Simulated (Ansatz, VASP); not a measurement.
# GeBr in VASP and in Ansatz

The input INCAR:

```
ALGO = Normal
EDIFF = 1E-6
EDIFFG = -0.01
ENCUT = 600
GGA = PE
IBRION = 2
ISIF = 3
ISMEAR = 0
LASPH = T
LCHARG = F
LREAL = F
LWAVE = F
NELM = 80
NSW = 100
PREC = Accurate
SIGMA = 0.1
```

The input KPOINTS:

```
k-points
0
Gamma
  16 16 16
```

POSCAR

```
GeBr
1.0
    3.6910151600      0.0000000000      0.0000000000
    0.0000000000      3.6910151600      0.0000000000
    0.0000000000      0.0000000000      3.6910151600
Ge Br
1 1
Direct
    0.5000000000      0.5000000000      0.5000000000
    0.0000000000      0.0000000000      0.0000000000
```

Input for Ansatz:

```yaml
crystal:
  lattice:
    - [3.69101516, 0.0, 0.0]
    - [0.0, 3.69101516, 0.0]
    - [0.0, 0.0, 3.69101516]
  atoms:
    - { symbol: Ge, position: [0.5, 0.5, 0.5] }
    - { symbol: Br, position: [0.0, 0.0, 0.0] }
basis:
  ecutwfc: 420
kpoints:
  mp_grid: { grid: [16, 16, 16] }
hamiltonian:
  xc: pbe
scf:
  occupations: { method: gaussian, width: 0.1 }
output:
  forces: true
  stress: true
  eigenvalues: true
  write_density: true
  write_potential: true
  elf: true
  volumetric_format: npy
relax:
  adjacent_minimum: "off"
  f_tol: 0.01
  max_steps: 80
  cell: { stress_tol: 0.05 }
```

Change from the starting cell: species swapped into the SmTl type (Pm-3m, No. 221).

Alike in both runs: task relaxation of cell and atoms; functional PBE; k mesh 16 × 16 × 16; occupations gaussian, width 0.1 eV; no spin polarisation.

|  | VASP | Ansatz |
| --- | --- | --- |
| version | VASP 6.6.1 | Ansatz 0.2.0 |
| potentials or method | VASP PAW PBE potentials, release 64 (Ge_d, Br), cutoff 600 eV | scalar-relativistic, plane waves, PAW |
| valence electrons in the cell | 21 | 21 |

Ansatz gave:

| Quantity | Value |
| --- | --- |
| gap on the k mesh at the Fermi level, each at its own relaxed structure (eV) | none |
| relaxed volume (Å³/atom) | 23.61 |
| relaxed cell length with the largest relative difference (Å) | 3.614 |

Which values does VASP return?

gap on the k mesh at the Fermi level, each at its own relaxed structure (eV): none; relaxed volume (Å³/atom): 23.58; relaxed cell length with the largest relative difference (Å): 3.613.

A gap of «none» marks a metal or a gap that the smearing closes.
